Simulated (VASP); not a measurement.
# Ga3Se: single point with r2SCAN

Crystal: Ga3Se.

```xyz
4
Lattice="4.3997 0.0000 0.0000 0.0000 4.3997 0.0000 0.0000 0.0000 4.3997" Properties=species:S:1:pos:R:3 pbc="T T T"
Ga    0.0000    2.1999    2.1999
Ga    2.1999    0.0000    2.1999
Ga    2.1999    2.1999    0.0000
Se    0.0000    0.0000    0.0000
```

This cell differs from its parent crystal: strained.

```yaml
Program: VASP 6.6.1
Task: single point
Functional: r2SCAN
Potentials_or_basis: VASP PAW PBE potentials, release 64 (Ga_d, Se)
Cutoff: 520 eV
k_mesh: 10 × 10 × 10
Occupations: gaussian, width 0.1 eV
Spin: no spin polarisation
Dipole_correction: no
Further_INCAR_settings: ALGO = Normal; EDIFF = 1e-06; NBANDS = 30
```

```yaml
Pressure: -1.0 GPa
Band_gap_on_the_k_mesh: zero (an odd number of electrons rules out a gap without spin polarisation)
```

Levels at points of the mesh, in eV from the Fermi level:
```csv
k point,band 19,band 20,band 21,band 22,band 23,band 24,band 25,band 26
"(0.00, 0.00, 0.00)",-4.08,-4.08,-2.81,-2.81,1.64,1.64,1.64,4.70
"(0.50, 0.00, 0.00)",-3.10,-3.10,-2.09,-1.19,-0.33,-0.33,1.36,4.37
"(0.50, 0.50, 0.00)",-6.78,-2.43,-0.72,-0.72,-0.68,1.52,1.76,1.76
"(0.50, 0.50, 0.50)",-5.28,-5.23,-5.23,-5.23,-3.83,4.26,4.26,4.26
```

It took 3.8 min on 1 thread of Intel(R) Xeon(R) Platinum 8488C (Sapphire Rapids) (shared host), peak memory 0.29 GiB.

Caveat: the cell differs from its parent crystal (strained); the PAW data sets were made with another functional, which shifts forces and pressure a little.
